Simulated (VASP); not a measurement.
# SbS3 (Fm-3m) in VASP: a series of runs

The runs below take SbS3 through single point, relaxation of cell and atoms, with PBE.

Program: VASP 6.6.1. These are calculated values, not measurements. Logs are shortened: lines on timing, memory, paths and dates and some standing lists are left out, and cuts for length are marked.

## 1. The cell of the first run

Symmetry: Fm-3m, No. 225, cubic system. The conventional cell has a = 6.700 Å, b = 6.700 Å, c = 6.700 Å, α = 90.00°, β = 90.00°, γ = 90.00°. Within 3.8 Å of Sb (site symmetry m-3m) lie 14 S at 2.90 to 3.35 Å. Within 3.8 Å of S (site symmetry -43m) lie 4 Sb at 2.90 Å and 10 S at 2.90 to 3.35 Å. Within 3.8 Å of S (site symmetry m-3m) lie 8 S at 2.90 Å and 6 Sb at 3.35 Å.

## 2. Single point, PBE

Contents of INCAR:

```
PREC = Accurate ; ENCUT = 520
EDIFF = 1E-6 ; ISMEAR = 0
SIGMA = 0.1 ; LREAL = False
LASPH = True ; NELM = 80
ALGO = Normal ; ISIF = 2
LWAVE = False ; LCHARG = False
GGA = PE ; NBANDS = 20
```

Contents of KPOINTS:

```
regular mesh
0
Gamma
  4 4 4
```

Contents of POSCAR:

```
SbS3
1.0
    0.0000000000      3.3498156704      3.3498156704
    3.3498156704      0.0000000000      3.3498156704
    3.3498156704      3.3498156704      0.0000000000
Sb S
1 3
Direct
    0.0000000000      0.0000000000      0.0000000000
    0.2500000000      0.2500000000      0.2500000000
    0.7500000000      0.7500000000      0.7500000000
    0.5000000000      0.5000000000      0.5000000000
```

Potentials or basis: VASP PAW PBE potentials, release 64 (Sb, S).

The run is started by

```bash
cat potpaw_PBE.64/Sb/POTCAR potpaw_PBE.64/S/POTCAR > POTCAR
mpirun -np 1 vasp_std > vasp.out
```

OUTCAR:

```text
PREC = Accurate
   ENCUT = 520
   EDIFF = 1E-6
   ISMEAR = 0
   LREAL = False
   LASPH = True
   NELM = 80
   ISIF = 2
   GGA = PE

 ion  position               nearest neighbor table
   1  0.000  0.000  0.000-   3 2.90   3 2.90   3 2.90   2 2.90   3 2.90   2 2.90   2 2.90   2 2.90

   2  0.250  0.250  0.250-   1 2.90   1 2.90   1 2.90   1 2.90
   3  0.750  0.750  0.750-   1 2.90   1 2.90   1 2.90   1 2.90
   4  0.500  0.500  0.500-

  LATTYP: Found a face centered cubic cell.
 ALAT       =     6.6996313408

  Lattice vectors:

 A1 = (   0.0000000000,   3.3498156704,   3.3498156704)
 A2 = (   3.3498156704,   0.0000000000,   3.3498156704)
 A3 = (   3.3498156704,   3.3498156704,   0.0000000000)

Analysis of symmetry for initial positions (statically):
=====================================================================
 Subroutine PRICEL returns:
 Original cell was already a primitive cell.

 Routine SETGRP: Setting up the symmetry group for a
 face centered cubic supercell.

 Subroutine GETGRP returns: Found 48 space group operations
 (whereof 48 operations were pure point group operations)
 out of a pool of 48 trial point group operations.

The static configuration has the point symmetry O_h .

Analysis of symmetry for dynamics (positions and initial velocities):
=====================================================================
 Subroutine PRICEL returns:
 Original cell was already a primitive cell.

 Routine SETGRP: Setting up the symmetry group for a
 face centered cubic supercell.

 Subroutine GETGRP returns: Found 48 space group operations
 (whereof 48 operations were pure point group operations)
 out of a pool of 48 trial point group operations.

The dynamic configuration has the point symmetry O_h .

 Subroutine INISYM returns: Found 48 space group operations
 (whereof 48 operations are pure point group operations),
 and found     1 'primitive' translations

----------------------------------------------------------------------------------------

                                     Primitive cell

  volume of cell :      75.1783

  direct lattice vectors                    reciprocal lattice vectors
     0.000000000  3.349815670  3.349815670    -0.149261944  0.149261944  0.149261944
     3.349815670  0.000000000  3.349815670     0.149261944 -0.149261944  0.149261944
     3.349815670  3.349815670  0.000000000     0.149261944  0.149261944 -0.149261944

  length of vectors
     4.737354753  4.737354753  4.737354753     0.258529271  0.258529271  0.258529271

  position of ions in fractional coordinates (direct lattice)
     0.000000000  0.000000000  0.000000000
     0.250000000  0.250000000  0.250000000
     0.750000000  0.750000000  0.750000000
     0.500000000  0.500000000  0.500000000

  ion indices of the primitive-cell ions
   primitive index   ion index
                 1           1
                 2           2
                 3           3
                 4           4

----------------------------------------------------------------------------------------

 KPOINTS: regular mesh

Automatic generation of k-mesh.
 Grid dimensions read from file:
 generate k-points for:    4    4    4

 Generating k-lattice:

  Cartesian coordinates                     Fractional coordinates (reciprocal lattice)
    -0.037315486  0.037315486  0.037315486     0.250000000  0.000000000  0.000000000
     0.037315486 -0.037315486  0.037315486     0.000000000  0.250000000  0.000000000
     0.037315486  0.037315486 -0.037315486     0.000000000  0.000000000  0.250000000

  Length of vectors
     0.064632318  0.064632318  0.064632318

  Shift w.r.t. Gamma in fractional coordinates (k-lattice)
     0.000000000  0.000000000  0.000000000

 Subroutine IBZKPT returns following result:
 ===========================================

 Found      8 irreducible k-points:

 Following reciprocal coordinates:
            Coordinates               Weight
  0.000000  0.000000  0.000000      1.000000
  0.250000  0.000000  0.000000      8.000000
  0.500000  0.000000  0.000000      4.000000
  0.250000  0.250000  0.000000      6.000000
  0.500000  0.250000  0.000000     24.000000
 -0.250000  0.250000  0.000000     12.000000
  0.500000  0.500000  0.000000      3.000000
 -0.250000  0.500000  0.250000      6.000000
   k-points           NKPTS =      8   k-points in BZ     NKDIM =      8   number of bands    NBANDS=     20
   number of dos      NEDOS =    301   number of ions     NIONS =      4
   total plane-waves  NPLWV =  46656
   dimension x,y,z NGX =    36 NGY =   36 NGZ =   36
   dimension x,y,z NGXF=    72 NGYF=   72 NGZF=   72
   ions per type =               1   3
   NGX,Y,Z   is equivalent  to a cutoff of  12.63, 12.63, 12.63 a.u.
   NGXF,Y,Z  is equivalent  to a cutoff of  25.27, 25.27, 25.27 a.u.
 SYSTEM =  unknown system
   PREC   = accura    normal or accurate (medium, high low for compatibility)
   ISTART =      0    job   : 0-new  1-cont  2-samecut
   ICHARG =      2    charge: 1-file 2-atom 10-const
   ISPIN  =      1    spin polarized calculation?
   LNONCOLLINEAR =      F non collinear calculations
   LSORBIT =      F    spin-orbit coupling
   LASPH  =      T    aspherical Exc in radial PAW
   ENCUT  =  520.0 eV  38.22 Ry    6.18 a.u.   8.81  8.81  8.81*2*pi/ulx,y,z
   NELM   =     80;   NELMIN=  2; NELMDL= -5     # of ELM steps
   EDIFF  = 0.1E-05   stopping-criterion for ELM
   LREAL  =      F    real-space projection
   EDIFFG = 0.1E-04   stopping-criterion for IOM
   NSW    =      0    number of steps for IOM
   IBRION =     -1    ionic relax: 0-MD 1-quasi-New 2-CG
   NFREE  =      0    steps in history (QN), initial steepest desc. (CG)
   ISIF   =      2    stress and relaxation
   ISYM   =      2    0-nonsym 1-usesym 2-fastsym
   POTIM  = 0.5000    time-step for ionic-motion
   TEBEG  =    0.0;   TEEND  =   0.0 temperature during run
   PSTRESS=    0.0 pullay stress
   NELECT =      23.0000    total number of electrons
   NUPDOWN=      -1.0000    fix difference up-down
   EMIN   =  10.00;   EMAX   =-10.00  energy-range for DOS
   EFERMI =   0.00;   METHOD = LEGACY
   ISMEAR =     0;   SIGMA  =   0.10  broadening in eV -4-tet -1-fermi 0-gaus
   EFERMI_NEDOS =   21; number of points for ismear=-14 and -15
   IALGO  =     38    algorithm
   IMIX   =      4    mixing-type and parameters
     AMIX     =   0.40;   BMIX     =  1.00
     AMIX_MAG =   1.60;   BMIX_MAG =  1.00
  volume/ion in A,a.u.               =      18.79       126.83
  Fermi-wavevector in a.u.,A,eV,Ry     =   1.103113  2.084581 16.556352  1.216858
  Thomas-Fermi vector in A             =   2.239566
   LORBIT       =      0    0 simple, 1 ext, 2 COOP (PROOUT), +10 PAW based schemes
   GGA     = PE    functional components
   LHFCALC =     F    Hartree Fock is set to
   AEXX    =    0.0000 exact exchange contribution
   IVDW    =     0    specifies the selected vdW correction
   LEPSILON=     F    determine dielectric tensor
   LRPA    =     F    only Hartree local field effects (RPA)
 non-spin polarized calculation
 Gauss-broadening in eV      SIGMA  =   0.10
  energy-cutoff  :      520.00
  volume of cell :       75.18
 maximum number of plane-waves:      2085
   NGX = 17   NGY = 17   NGZ = 17

 number of electron      23.0000000 magnetization

 Free energy of the ion-electron system (eV)
  ---------------------------------------------------
  ext. energy  EPLUGINS =         0.00000000
  ---------------------------------------------------
  free energy    TOTEN  =       -14.14280229 eV

  energy without entropy =      -14.11763289  energy(sigma->0) =      -14.13021759

 E-fermi :   7.4529     XC(G=0): -10.7448

 val. band max:        7.4387623100   @ k =   0.5000   0.5000   0.0000
 cond. band min:       7.5193744559   @ k =  -0.2500   0.5000   0.2500
 fundamental gap:      0.0806121458
 Fermi energy:         7.4528760306

 k-point     1 :       0.0000    0.0000    0.0000
  band No.  band energies     occupation
      1      -7.9340      2.00000
      2      -3.9574      2.00000
      3      -3.1513      2.00000
      4       1.0029      2.00000
      5       3.7729      2.00000
      6       3.7729      2.00000
[... 12 lines left out ...]
     19      19.4442      0.00000
     20      19.4443      0.00000

 k-point     2 :       0.2500    0.0000    0.0000
  band No.  band energies     occupation
      1      -7.4327      2.00000
      2      -4.4088      2.00000
      3      -3.5699      2.00000
      4      -0.2497      2.00000
      5       3.0479      2.00000
      6       3.0479      2.00000
[... 12 lines left out ...]
     19      18.1183      0.00000
     20      18.4025      0.00000

 k-point     3 :       0.5000    0.0000    0.0000
  band No.  band energies     occupation
      1      -6.2848      2.00000
      2      -5.7311      2.00000
      3      -3.7965      2.00000
      4      -1.1182      2.00000
      5       2.9866      2.00000
      6       2.9866      2.00000
[... 12 lines left out ...]
     19      16.8447      0.00000
     20      17.2783      0.00000

 k-point     4 :       0.2500    0.2500    0.0000
  band No.  band energies     occupation
      1      -7.2675      2.00000
      2      -4.3256      2.00000
      3      -3.7927      2.00000
      4      -0.6762      2.00000
      5       1.8228      2.00000
      6       1.8228      2.00000
[... 12 lines left out ...]
     19      17.7345      0.00000
     20      18.4532      0.00000

 k-point     5 :       0.5000    0.2500    0.0000
  band No.  band energies     occupation
      1      -6.2205      2.00000
      2      -5.1423      2.00000
      3      -4.3460      2.00000
      4      -1.8458      2.00000
      5       1.6027      2.00000
      6       2.8516      2.00000
[... 12 lines left out ...]
     19      16.5343      0.00000
     20      16.9514      0.00000

 k-point     6 :      -0.2500    0.2500    0.0000
  band No.  band energies     occupation
      1      -6.6486      2.00000
      2      -4.8375      2.00000
      3      -4.2311      2.00000
      4      -1.4531      2.00000
      5       2.3941      2.00000
      6       2.7836      2.00000
[... 12 lines left out ...]
     19      16.5020      0.00000
     20      16.7292      0.00000

 k-point     7 :       0.5000    0.5000    0.0000
  band No.  band energies     occupation
      1      -5.6981      2.00000
      2      -5.2770      2.00000
      3      -4.6371      2.00000
      4      -2.0432      2.00000
      5       1.0674      2.00000
      6       1.0674      2.00000
[... 12 lines left out ...]
     19      15.0394      0.00000
     20      15.6280      0.00000

 k-point     8 :      -0.2500    0.5000    0.2500
  band No.  band energies     occupation
      1      -5.2417      2.00000
      2      -5.2417      2.00000
      3      -5.1959      2.00000
      4      -2.5112      2.00000
      5       2.8253      2.00000
      6       2.8253      2.00000
[... 12 lines left out ...]
     19      16.4621      0.00000
     20      16.8992      0.00000

------------------------ aborting loop because EDIFF is reached ----------------------------------------

  FORCE on cell =-STRESS in cart. coord.  units (eV):
  Direction    XX          YY          ZZ          XY          YZ          ZX
  --------------------------------------------------------------------------------------
  -------------------------------------------------------------------------------------
  Total       -0.1694395     -0.1694395     -0.1694395      0.0000000     -0.0000000      0.0000000
  in kB       -3.6110422     -3.6110422     -3.6110422      0.0000000     -0.0000000      0.0000000
  external PRESSURE =      -3.6110422 kB  Pullay stress =       0.0000000 kB

 VOLUME and BASIS-vectors are now :
 -----------------------------------------------------------------------------
  energy-cutoff  :      520.00
  volume of cell :       75.18
      direct lattice vectors                 reciprocal lattice vectors
     0.000000000  3.349815670  3.349815670    -0.149261944  0.149261944  0.149261944
     3.349815670  0.000000000  3.349815670     0.149261944 -0.149261944  0.149261944
     3.349815670  3.349815670  0.000000000     0.149261944  0.149261944 -0.149261944

 POSITION                                       TOTAL-FORCE (eV/Angst)
 -----------------------------------------------------------------------------------
      0.00000      0.00000      0.00000        -0.000000      0.000000      0.000000
      1.67491      1.67491      1.67491         0.000000      0.000000      0.000000
      5.02472      5.02472      5.02472        -0.000000     -0.000000     -0.000000
      3.34982      3.34982      3.34982        -0.000000      0.000000      0.000000
 -----------------------------------------------------------------------------------
    total drift:                                0.000000      0.000000      0.000000

  FREE ENERGIE OF THE ION-ELECTRON SYSTEM (eV)
  ---------------------------------------------------
  free  energy   TOTEN  =       -14.1428022880 eV

  energy  without entropy=      -14.1176328872  energy(sigma->0) =      -14.13021759
```

It took 8 s on 1 thread of Intel Xeon Platinum 8488C (Sapphire Rapids), shared host; peak memory 0.2 GiB.

Results:

* Free energy: -14.1428 eV
* Pressure: -0.4 GPa

Caveat: the k points lie up to 0.41 Å⁻¹ apart; spin-orbit coupling is left out, which moves the levels of the heavy elements.

(Part 1 of 2 ends here.)
